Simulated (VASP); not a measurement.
Ge4N: single point with PBE

System: Ge4N, a slab with vacuum.

```
Ge N
1.0
     4.07405    0.00000    0.00000
     0.00000    4.07405    0.00000
     0.00000    0.00000   19.85576
Ge N
4 1
Direct
  0.00000 0.50000 0.20145
  0.00000 0.00000 0.27400
  0.50000 0.00000 0.34937
  0.50000 0.50000 0.42082
  0.50000 0.87500 0.45859
```

```json
{"Program": "VASP 6.6.1", "Task": "single point", "Functional": "PBE", "Potentials or basis": "VASP PAW PBE potentials, release 64 (Ge_d, N)", "Cutoff": "520 eV", "k mesh": "7 × 7 × 1", "Occupations": "gaussian, width 0.1 eV", "Spin": "no spin polarisation", "Dipole correction": "yes", "Further INCAR settings": "ALGO = Normal; EDIFF = 1e-07; NBANDS = 38"}
```

```json
{"Largest force": "1.747 eV/Å", "Band gap on the k mesh": "zero (an odd number of electrons rules out a gap without spin polarisation)"}
```

Forces on the atoms (eV/Å):
```
Ge   0.000 -0.015 -0.343
Ge   0.000  0.012  0.481
Ge   0.000  0.794 -0.699
Ge   0.000 -1.637  0.609
N    0.000  0.846 -0.047
```

Levels at points of the mesh, in eV from the Fermi level:
| k point | band 26 | band 27 | band 28 | band 29 | band 30 | band 31 | band 32 | band 33 | band 34 | band 35 |
| --- | --- | --- | --- | --- | --- | --- | --- | --- | --- | --- |
| (0.00, 0.00, 0.00) | -3.87 | -2.97 | -1.74 | -1.41 | -1.25 | 0.67 | 1.16 | 1.71 | 1.79 | 2.35 |

It took 3.3 min on 1 thread of Intel(R) Xeon(R) 6975P-C (Granite Rapids) (shared host), peak memory 0.44 GiB.

Caveat: an odd number of electrons without spin polarisation forces a metal; a magnetic or distorted state may lie lower.
